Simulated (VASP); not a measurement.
Wanted: the native input for a VASP 6.6.1 run.

* Task: single point
* Functional: PBE
* Potentials or basis: VASP PAW PBE potentials, release 64 (Pt, Se)
* Cutoff: 500 eV
* k mesh: 6 × 6 × 6
* Occupations: gaussian, width 0.2 eV
* Spin: no spin polarisation
* Dipole correction: no
* Further INCAR settings: ALGO = Normal; EDIFF = 1e-06; NBANDS = 18

The structure of PtSe2 lies in POSCAR:

```
PtSe2
1.0
    1.8457016919      1.0656163687      5.7607123393
   -1.8457016919      1.0656163687      5.7607123393
    0.0000000000     -2.1312327373      5.7607123393
Pt Se
1 2
Direct
    0.0000000000      0.0000000000      0.0000000000
    0.2567812155      0.2567812155      0.2567812155
    0.7432187845      0.7432187845      0.7432187845
```

One way to write it, as run:

INCAR

```
SYSTEM = PtSe2
PREC     = Accurate       ! precision mode
ENCUT    = 500            ! plane-wave cutoff, eV
EDIFF    = 1E-6           ! SCF threshold, eV
ISMEAR   = 0              ! smearing method
SIGMA    = 0.2            ! smearing width, eV
LREAL    = .False.        ! projectors in reciprocal space
LASPH    = .True.         ! aspherical terms in the spheres
NELM     = 120            ! most SCF steps
ALGO     = Normal         ! electronic algorithm
ISIF     = 2              ! what is computed and relaxed
LWAVE    = .False.        ! write WAVECAR
LCHARG   = .False.        ! write CHGCAR
GGA      = PE             ! functional
NBANDS   = 18             ! bands
GGA_COMPAT= .False.
```

KPOINTS

```
Automatic mesh
0
Gamma
  6 6 6
  0 0 0
```

Potentials or basis: VASP PAW PBE potentials, release 64 (Pt, Se).

Launch:

```console
$ cat potpaw_PBE.64/Pt/POTCAR potpaw_PBE.64/Se/POTCAR > POTCAR
$ mpirun -np 1 vasp_std > vasp.out
```

Results of the run:

```
Pressure               : 3.6 GPa
Largest force          : 0.140 eV/Å
Band gap on the k mesh : 0.69 eV, indirect (least direct gap 1.01 eV)
```

Caveat: spin-orbit coupling is left out, which moves the levels of the heavy elements.

Run time: 2.9 min on 1 thread of AMD EPYC 7R13 (shared host), peak memory 0.28 GiB.
